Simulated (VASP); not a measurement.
TiSnS4:

```
CELL_PARAMETERS angstrom
1.77763 -3.09555 0.05546
-5.24805 -3.04657 0.04644
-0.01703 0.23195 -13.46360
ATOMIC_POSITIONS crystal
Ti 0.49195 0.48099 0.00377
Ti 0.01019 0.00651 0.99805
Sn 0.50590 0.49227 0.47339
Sn 0.99731 0.01154 0.49001
S 0.47202 0.80357 0.89477
S 0.02464 0.31803 0.90809
S 0.97351 0.68559 0.10536
S 0.49820 0.18556 0.09006
S 0.98148 0.66672 0.62479
S 0.53253 0.18974 0.62406
S 0.51005 0.84514 0.38791
S 0.00223 0.31434 0.39975
```

- Program: VASP 6.6.1
- Task: relaxation of cell and atoms
- Functional: PBE
- Potentials or basis: VASP PAW PBE potentials, release 64 (Ti_sv, Sn_d, S)
- Cutoff: 600 eV
- k mesh: 4 × 2 × 1
- Occupations: gaussian, width 0.1 eV
- Spin: no spin polarisation

At the start: pressure 6.0 GPa; volume 24.30 Å³/atom.

**Question.** Where does the relaxation end?

**Answer.** Over 24 steps the energy falls by 321.1 meV/atom and the volume is 24.84 Å³/atom (+2.2 %); space group P1 (No. 1, to 0.05 Å).

The path:
| step | energy change (eV) | largest force (eV/Å) | pressure (GPa) | volume (Å³) |
| --- | --- | --- | --- | --- |
| 1 | 0.0000 | 7.1675 | 5.99 | 291.55 |
| 2 | -2.3495 | 2.0920 | -7.02 | 331.14 |
| 3 | -3.0836 | 1.8684 | -4.51 | 316.31 |
| 4 | -3.5198 | 1.7222 | 1.65 | 291.68 |
| 5 | -3.6168 | 0.9093 | -0.50 | 298.57 |
| 6 | -3.7149 | 0.4685 | 0.40 | 295.13 |
| 7 | -3.7282 | 0.6133 | 0.93 | 293.33 |
| 8 | -3.7889 | 0.4554 | -0.15 | 296.80 |
| 9 | -3.7933 | 0.4166 | -0.49 | 298.02 |
| 10 | -3.8179 | 0.2830 | 0.11 | 296.11 |
| 11 | -3.8180 | 0.3010 | 0.17 | 295.93 |
| 12 | -3.8312 | 0.1446 | 0.10 | 296.35 |
| 13 | -3.8351 | 0.1729 | 0.05 | 296.73 |
| 14 | -3.8426 | 0.1126 | -0.07 | 297.34 |
| 15 | -3.8433 | 0.1228 | -0.12 | 297.61 |
| 16 | -3.8477 | 0.0944 | 0.15 | 296.89 |
| 17 | -3.8480 | 0.0961 | 0.23 | 296.69 |
| 18 | -3.8505 | 0.0649 | -0.09 | 297.94 |
| 19 | -3.8505 | 0.0616 | -0.07 | 297.84 |
| 20 | -3.8516 | 0.0344 | -0.01 | 297.69 |
| 21 | -3.8517 | 0.0380 | 0.02 | 297.61 |
| 22 | -3.8524 | 0.0282 | 0.02 | 297.71 |
| 23 | -3.8525 | 0.0404 | 0.02 | 297.79 |
| 24 | -3.8529 | 0.0221 | 0.00 | 298.06 |

Final structure:
```
CELL_PARAMETERS angstrom
1.79897 -3.11850 0.00840
-5.34984 -3.08782 0.11454
0.20687 0.15814 -13.40780
ATOMIC_POSITIONS crystal
Ti 0.52846 0.49306 0.00307
Ti 0.02879 0.99729 0.99693
Sn 0.50479 0.50338 0.49980
Sn 0.00427 0.00339 0.50003
S 0.47918 0.81893 0.89874
S 0.97701 0.32068 0.89849
S 0.98042 0.67608 0.10143
S 0.47922 0.17431 0.10164
S 0.00691 0.67877 0.61318
S 0.50606 0.17924 0.61327
S 0.50209 0.82757 0.38683
S 0.00280 0.32730 0.38659
```

Caveat: the k points lie up to 0.51 Å⁻¹ apart in the final cell.
